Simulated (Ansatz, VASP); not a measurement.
## CdS: VASP beside Ansatz

The input INCAR:

```
PREC     = Accurate       # precision mode
ENCUT    = 520            # plane-wave cutoff, eV
EDIFF    = 1E-6           # SCF threshold, eV
ISMEAR   = 0              # smearing method
SIGMA    = 0.01           # smearing width, eV
LREAL    = False          # projectors in reciprocal space
LASPH    = True           # aspherical terms in the spheres
NELM     = 100            # most SCF steps
ALGO     = Normal         # electronic algorithm
ISIF     = 2              # what is computed and relaxed
LWAVE    = False          # write WAVECAR
LCHARG   = True           # write CHGCAR
GGA      = PS             # functional
LELF     = True           # ELF
LVHAR    = True         
NBANDS   = 26             # bands
```

The input KPOINTS:

```
Automatic mesh
0
Gamma
  6 6 4
```

File POSCAR:

```
CdS
1.0
    4.1646212372      0.0000000000      0.0000000000
   -2.0823106186      3.6066677886      0.0000000000
    0.0000000000      0.0000000000      6.7659754123
Cd S
2 2
Direct
    0.3333333333      0.6666666667     -0.0009650885
    0.6666666667      0.3333333333      0.4990349115
    0.3333333333      0.6666666667      0.3759650885
    0.6666666667      0.3333333333      0.8759650885
```

Input for Ansatz:

```yaml
crystal:
  lattice:
    - [4.1646212372, 0.0, 0.0]
    - [-2.0823106186, 3.6066677886, 0.0]
    - [0.0, 0.0, 6.7659754123]
  atoms:
    - { symbol: Cd, position: [0.3333333333, 0.6666666667, -0.0009650885] }
    - { symbol: Cd, position: [0.6666666667, 0.3333333333, 0.4990349115] }
    - { symbol: S, position: [0.3333333333, 0.6666666667, 0.3759650885] }
    - { symbol: S, position: [0.6666666667, 0.3333333333, 0.8759650885] }
kpoints:
  mp_grid: { grid: [6, 6, 4] }
hamiltonian:
  xc: pbesol
scf:
  occupations: { method: fixed }
  n_extra_bands: 1
output:
  forces: true
  stress: true
  eigenvalues: true
```

Alike in both runs: task single point; functional PBEsol; k mesh 6 × 6 × 4; no spin polarisation.

|  | VASP | Ansatz |
| --- | --- | --- |
| version | VASP 6.6.1 | Ansatz 0.2.0 |
| potentials or method | VASP PAW PBE potentials, release 64 (Cd, S) | plane waves |
| plane-wave cutoff (eV) | 520 | 420 |
| occupations | gaussian, width 0.01 eV | fixed |
| valence electrons in the cell | 36 | 52 |

```csv
,VASP,Ansatz,Ansatz less VASP
gap on the k mesh at the Fermi level (eV),1.04,1.03,-0.003
pressure (GPa),-1.3,-1.6,-0.35
```

VASP's potentials were made for PBE, not for PBEsol. VASP's potentials hold 36 valence electrons a cell and Ansatz's 52, so a difference there can come from the potentials and not from the codes.
